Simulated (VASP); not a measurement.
# GaN (Fm-3m) in VASP: dielectric tensor with r2SCAN

Aim: the dielectric tensor of GaN with r2SCAN.

Everything below comes from runs of VASP 6.6.1. Logs are shortened: lines on timing, memory, paths and dates and some standing lists are left out, and cuts for length are marked.

**1. The cell of the first run**

It takes space group Fm-3m (No. 225, cubic). Conventional cell: a = 4.217 Å, b = 4.217 Å, c = 4.217 Å, α = 90.00°, β = 90.00°, γ = 90.00°. Within 2.8 Å of Ga (site symmetry m-3m) lie 6 N at 2.11 Å. N (site symmetry m-3m) has 6 Ga at 2.11 Å within 2.8 Å.

**2. Dielectric tensor, r2SCAN**

Input file INCAR:

```
SYSTEM = GaN
PREC = Accurate
ENCUT = 520
EDIFF = 1E-8
ISMEAR = 0
SIGMA = 0.01
LREAL = .FALSE.
LASPH = .TRUE.
NELM = 80
ALGO = Normal
ISIF = 2
LWAVE = .FALSE.
LCHARG = .FALSE.
METAGGA = R2SCAN
LMIXTAU = .TRUE.
LCALCEPS = .TRUE.
```

Input file KPOINTS:

```
Automatic mesh
0
G
  8 8 8
  0 0 0
```

Input file POSCAR:

```
GaN
1.0
    0.0000000000      2.1085153661      2.1085153661
    2.1085153661      0.0000000000      2.1085153661
    2.1085153661      2.1085153661      0.0000000000
Ga N
1 1
Direct
    0.5000000000      0.5000000000      0.5000000000
    0.0000000000      0.0000000000      0.0000000000
```

Potentials or basis: VASP PAW PBE potentials, release 64 (Ga_d, N).

Started as:

```console
> cat potpaw_PBE.64/Ga_d/POTCAR potpaw_PBE.64/N/POTCAR > POTCAR
> mpirun -np 1 vasp_std > vasp.out
```

OUTCAR:

```text
SYSTEM = GaN
   PREC = Accurate
   ENCUT = 520
   EDIFF = 1E-8
   ISMEAR = 0
   LREAL = .FALSE.
   LASPH = .TRUE.
   NELM = 80
   ISIF = 2
   METAGGA = R2SCAN

 ion  position               nearest neighbor table
   1  0.500  0.500  0.500-   2 2.11   2 2.11   2 2.11   2 2.11   2 2.11   2 2.11
   2  0.000  0.000  0.000-   1 2.11   1 2.11   1 2.11   1 2.11   1 2.11   1 2.11

  LATTYP: Found a face centered cubic cell.
 ALAT       =     4.2170307322

  Lattice vectors:

 A1 = (   0.0000000000,   2.1085153661,   2.1085153661)
 A2 = (   2.1085153661,   0.0000000000,   2.1085153661)
 A3 = (   2.1085153661,   2.1085153661,   0.0000000000)

Analysis of symmetry for initial positions (statically):
=====================================================================
 Subroutine PRICEL returns:
 Original cell was already a primitive cell.

 Routine SETGRP: Setting up the symmetry group for a
 face centered cubic supercell.

 Subroutine GETGRP returns: Found 48 space group operations
 (whereof 48 operations were pure point group operations)
 out of a pool of 48 trial point group operations.

The static configuration has the point symmetry O_h .

Analysis of symmetry for dynamics (positions and initial velocities):
=====================================================================
 Subroutine PRICEL returns:
 Original cell was already a primitive cell.

 Routine SETGRP: Setting up the symmetry group for a
 face centered cubic supercell.

 Subroutine GETGRP returns: Found 48 space group operations
 (whereof 48 operations were pure point group operations)
 out of a pool of 48 trial point group operations.

The dynamic configuration has the point symmetry O_h .

 Subroutine INISYM returns: Found 48 space group operations
 (whereof 48 operations are pure point group operations),
 and found     1 'primitive' translations

----------------------------------------------------------------------------------------

                                     Primitive cell

  volume of cell :      18.7482

  direct lattice vectors                    reciprocal lattice vectors
     0.000000000  2.108515366  2.108515366    -0.237133676  0.237133676  0.237133676
     2.108515366  0.000000000  2.108515366     0.237133676 -0.237133676  0.237133676
     2.108515366  2.108515366  0.000000000     0.237133676  0.237133676 -0.237133676

  length of vectors
     2.981891027  2.981891027  2.981891027     0.410727575  0.410727575  0.410727575

  position of ions in fractional coordinates (direct lattice)
     0.500000000  0.500000000  0.500000000
     0.000000000  0.000000000  0.000000000

  ion indices of the primitive-cell ions
   primitive index   ion index
                 1           1
                 2           2

----------------------------------------------------------------------------------------

 KPOINTS: Automatic mesh

Automatic generation of k-mesh.
 Grid dimensions read from file:
 generate k-points for:    8    8    8

 Generating k-lattice:

  Cartesian coordinates                     Fractional coordinates (reciprocal lattice)
    -0.029641710  0.029641710  0.029641710     0.125000000  0.000000000  0.000000000
     0.029641710 -0.029641710  0.029641710     0.000000000  0.125000000  0.000000000
     0.029641710  0.029641710 -0.029641710     0.000000000  0.000000000  0.125000000

  Length of vectors
     0.051340947  0.051340947  0.051340947

  Shift w.r.t. Gamma in fractional coordinates (k-lattice)
     0.000000000  0.000000000  0.000000000

 Subroutine IBZKPT returns following result:
 ===========================================

 Found     29 irreducible k-points:

 Following reciprocal coordinates:
            Coordinates               Weight
  0.000000  0.000000  0.000000      1.000000
  0.125000  0.000000  0.000000      8.000000
  0.250000  0.000000  0.000000      8.000000
  0.375000  0.000000  0.000000      8.000000
  0.500000  0.000000  0.000000      4.000000
  0.125000  0.125000  0.000000      6.000000
[... 16 lines left out ...]
  0.500000  0.250000  0.125000     48.000000
 -0.375000  0.250000  0.125000     24.000000
 [... further k-points ...]
   k-points           NKPTS =     29   k-points in BZ     NKDIM =     29   number of bands    NBANDS=     13
   number of dos      NEDOS =    301   number of ions     NIONS =      2
   total plane-waves  NPLWV =  13824
   dimension x,y,z NGX =    24 NGY =   24 NGZ =   24
   dimension x,y,z NGXF=    48 NGYF=   48 NGZF=   48
   ions per type =               1   1
   NGX,Y,Z   is equivalent  to a cutoff of  13.38, 13.38, 13.38 a.u.
   NGXF,Y,Z  is equivalent  to a cutoff of  26.76, 26.76, 26.76 a.u.
 SYSTEM =  GaN
   PREC   = accura    normal or accurate (medium, high low for compatibility)
   ISTART =      0    job   : 0-new  1-cont  2-samecut
   ICHARG =      2    charge: 1-file 2-atom 10-const
   ISPIN  =      1    spin polarized calculation?
   LNONCOLLINEAR =      F non collinear calculations
   LSORBIT =      F    spin-orbit coupling
   LASPH  =      T    aspherical Exc in radial PAW
   ENCUT  =  520.0 eV  38.22 Ry    6.18 a.u.   5.54  5.54  5.54*2*pi/ulx,y,z
   NELM   =     80;   NELMIN=  2; NELMDL= -5     # of ELM steps
   EDIFF  = 0.1E-07   stopping-criterion for ELM
   LREAL  =      F    real-space projection
   EDIFFG = 0.1E-06   stopping-criterion for IOM
   NSW    =      0    number of steps for IOM
   IBRION =     -1    ionic relax: 0-MD 1-quasi-New 2-CG
   NFREE  =      0    steps in history (QN), initial steepest desc. (CG)
   ISIF   =      2    stress and relaxation
   ISYM   =      2    0-nonsym 1-usesym 2-fastsym
   POTIM  = 0.5000    time-step for ionic-motion
   TEBEG  =    0.0;   TEEND  =   0.0 temperature during run
   PSTRESS=    0.0 pullay stress
   NELECT =      18.0000    total number of electrons
   NUPDOWN=      -1.0000    fix difference up-down
   EMIN   =  10.00;   EMAX   =-10.00  energy-range for DOS
   EFERMI =   0.00;   METHOD = LEGACY
   ISMEAR =     0;   SIGMA  =   0.01  broadening in eV -4-tet -1-fermi 0-gaus
   EFERMI_NEDOS =   21; number of points for ismear=-14 and -15
   IALGO  =     38    algorithm
   IMIX   =      4    mixing-type and parameters
     AMIX     =   0.40;   BMIX     =  1.00
     AMIX_MAG =   1.60;   BMIX_MAG =  1.00
  volume/ion in A,a.u.               =       9.37        63.26
  Fermi-wavevector in a.u.,A,eV,Ry     =   1.615024  3.051952 35.488097  2.608302
  Thomas-Fermi vector in A             =   2.709838
   LORBIT       =      0    0 simple, 1 ext, 2 COOP (PROOUT), +10 PAW based schemes
   METAGGA = R2SCAN    functional components
   LHFCALC =     F    Hartree Fock is set to
   AEXX    =    0.0000 exact exchange contribution
   IVDW    =     0    specifies the selected vdW correction
   LEPSILON=     F    determine dielectric tensor
   LRPA    =     F    only Hartree local field effects (RPA)
   LRPA       =     F
 non-spin polarized calculation
 Gauss-broadening in eV      SIGMA  =   0.01
  energy-cutoff  :      520.00
  volume of cell :       18.75
 maximum number of plane-waves:       531
 NGX is ok and might be reduce to    24
   NGX = 11   NGY = 11   NGZ = 11

 Total electronic dipole moment: p[elc]=(    -4.21703     0.00635     0.00000 ) |e| Angst

 number of electron      18.0000008 magnetization

 Free energy of the ion-electron system (eV)
  ---------------------------------------------------
  ext. energy  EPLUGINS =         0.00000000
  ---------------------------------------------------
  free energy    TOTEN  =       -20.93287004 eV

  energy without entropy =      -20.93287004  energy(sigma->0) =      -20.93287004

 E-fermi :   7.7860     XC(G=0): -14.2189

 val. band max:        7.7271615307   @ k =  -0.2500  -0.3750  -0.2500
 cond. band min:   10000.0000000000   @ k =   0.0000   0.0000   0.0000
 fundamental gap:   9992.2728384693
 Fermi energy:         7.7860371574

 k-point     1 :       0.0000    0.0000    0.0000
  band No.  band energies     occupation
      1     -10.3884      2.00000
      2      -6.6383      2.00000
      3      -6.6383      2.00000
      4      -6.6383      2.00000
      5      -6.5688      2.00000
      6      -6.5688      2.00000
      7       7.2139      2.00000
      8       7.2139      2.00000
      9       7.2140      2.00000
     10   10000.0000      0.00000
     11   10000.0000      0.00000
     12   10000.0000      0.00000
     13   10000.0000      0.00000

 k-point     2 :       0.1250    0.0000    0.0000
  band No.  band energies     occupation
      1     -10.0815      2.00000
      2      -6.6504      2.00000
      3      -6.6342      2.00000
      4      -6.6342      2.00000
      5      -6.5802      2.00000
      6      -6.5801      2.00000
      7       5.5536      2.00000
      8       7.2504      2.00000
      9       7.2505      2.00000
     10   10000.0000      0.00000
     11   10000.0000      0.00000
     12   10000.0000      0.00000
     13   10000.0000      0.00000

 k-point     3 :       0.2500    0.0000    0.0000
  band No.  band energies     occupation
      1      -9.2169      2.00000
      2      -6.7101      2.00000
      3      -6.7100      2.00000
      4      -6.6828      2.00000
      5      -6.5203      2.00000
      6      -6.5202      2.00000
      7       2.8648      2.00000
      8       7.3583      2.00000
      9       7.3583      2.00000
     10   10000.0000      0.00000
     11   10000.0000      0.00000
     12   10000.0000      0.00000
     13   10000.0000      0.00000
[... 305 lines left out ...]
 k-point    23 :       0.5000    0.2500    0.1250
  band No.  band energies     occupation
      1      -8.2321      2.00000
      2      -6.7350      2.00000
      3      -6.6868      2.00000
      4      -6.6052      2.00000
      5      -6.4414      2.00000
      6      -5.7597      2.00000
      7       1.0919      2.00000
      8       4.6135      2.00000
      9       6.4971      2.00000
     10   10000.0000      0.00000
     11   10000.0000      0.00000
     12   10000.0000      0.00000
     13   10000.0000      0.00000

 k-point    24 :      -0.3750    0.2500    0.1250
  band No.  band energies     occupation
      1      -8.0520      2.00000
      2      -6.7681      2.00000
      3      -6.6883      2.00000
      4      -6.5923      2.00000
      5      -6.4100      2.00000
      6      -5.2943      2.00000
      7       0.1545      2.00000
      8       4.5929      2.00000
      9       6.1315      2.00000
     10   10000.0000      0.00000
     11   10000.0000      0.00000
     12   10000.0000      0.00000
     13   10000.0000      0.00000

 [... further k-points ...]

------------------------ aborting loop because EDIFF is reached ----------------------------------------

            Ionic dipole moment: p[ion]=(   -27.41070   -27.41070   -27.41070 ) |e| Angst

 Total electronic dipole moment: p[elc]=(    -4.21703    -4.21703    -4.21068 ) |e| Angst

 MACROSCOPIC STATIC DIELECTRIC TENSOR (including local field effects)
 ------------------------------------------------------
           7.127242     0.000000    -0.000000
          -0.000000     7.127242    -0.000000
          -0.000000     0.000000     7.127242
 ------------------------------------------------------

 PIEZOELECTRIC TENSOR (including local field effects) (e Angst)
          XX          YY          ZZ          XY          YZ          ZX
  --------------------------------------------------------------------------------
  x     0.00000     0.00000     0.00000     0.00000     0.00000     0.00000
  y     0.00000     0.00000     0.00000     0.00000     0.00000     0.00000
  z     0.00000     0.00000     0.00000     0.00000     0.00000     0.00000

 PIEZOELECTRIC TENSOR (including local field effects) (C/m^2)
          XX          YY          ZZ          XY          YZ          ZX
  --------------------------------------------------------------------------------
  x     0.00000     0.00000     0.00000     0.00000     0.00000     0.00000
  y     0.00000     0.00000     0.00000     0.00000     0.00000     0.00000
  z     0.00000     0.00000     0.00000     0.00000     0.00000     0.00000

 BORN EFFECTIVE CHARGES (including local field effects) (in |e|, cummulative output)
 ---------------------------------------------------------------------------------
 ion    1
    1     3.51716     0.00000     0.00000
    2     0.00000     3.51716     0.00000
    3    -0.00000    -0.00000     3.51716
 ion    2
    1    -3.51716    -0.00000    -0.00000
    2    -0.00000    -3.51716    -0.00000
    3     0.00000     0.00000    -3.51716

  FORCE on cell =-STRESS in cart. coord.  units (eV):
  Direction    XX          YY          ZZ          XY          YZ          ZX
  --------------------------------------------------------------------------------------
  -------------------------------------------------------------------------------------
  Total        0.1565070      0.1565070      0.1565070     -0.0000000      0.0000000     -0.0000000
  in kB       13.3747004     13.3747004     13.3747004     -0.0000000      0.0000000     -0.0000000
  external PRESSURE =      13.3747004 kB  Pullay stress =       0.0000000 kB

 VOLUME and BASIS-vectors are now :
 -----------------------------------------------------------------------------
  energy-cutoff  :      520.00
  volume of cell :       18.75
      direct lattice vectors                 reciprocal lattice vectors
     0.000000000  2.108515366  2.108515366    -0.237133676  0.237133676  0.237133676
     2.108515366  0.000000000  2.108515366     0.237133676 -0.237133676  0.237133676
     2.108515366  2.108515366  0.000000000     0.237133676  0.237133676 -0.237133676

 POSITION                                       TOTAL-FORCE (eV/Angst)
 -----------------------------------------------------------------------------------
      2.10852      2.10852      2.10852         0.000000      0.000000      0.000000
      0.00000      0.00000      0.00000        -0.000000      0.000000     -0.000000
 -----------------------------------------------------------------------------------
    total drift:                                0.000000     -0.000000      0.000000

  FREE ENERGIE OF THE ION-ELECTRON SYSTEM (eV)
  ---------------------------------------------------
  free  energy   TOTEN  =       -20.9328700418 eV

  energy  without entropy=      -20.9328700418  energy(sigma->0) =      -20.93287004
```

Wall time 20 min (1 thread of AMD EPYC 7R13, shared host); peak memory 0.3 GiB.

Results:

```yaml
Band_gap_on_the_k_mesh: 1.17 eV (least direct gap 3.41 eV)
Electronic_dielectric_tensor_diagonal: 7.13
Born_charges_mean_of_the_diagonal: Ga +3.52; N -3.52 e
```

Electronic dielectric tensor:
```
7.13 0.00 0.00
0.00 7.13 0.00
0.00 0.00 7.13
```

Born effective charge tensors (e):
atom 1, Ga
```
3.52 0.00 0.00
0.00 3.52 0.00
0.00 0.00 3.52
```
atom 2, N
```
-3.52  0.00  0.00
 0.00 -3.52  0.00
 0.00  0.00 -3.52
```

Dipole moments of the cell (e·Å, modulo the quantum): ionic -27.411, -27.411, -27.411; electronic -4.217, -4.217, -4.211

Caveat: the PAW data sets were made with another functional, which shifts forces and pressure a little. r2SCAN opens gaps a little over a GGA but as a rule still falls short of measured ones.

The gap in the log of VASP goes by the Fermi energy; the results here count the filled bands.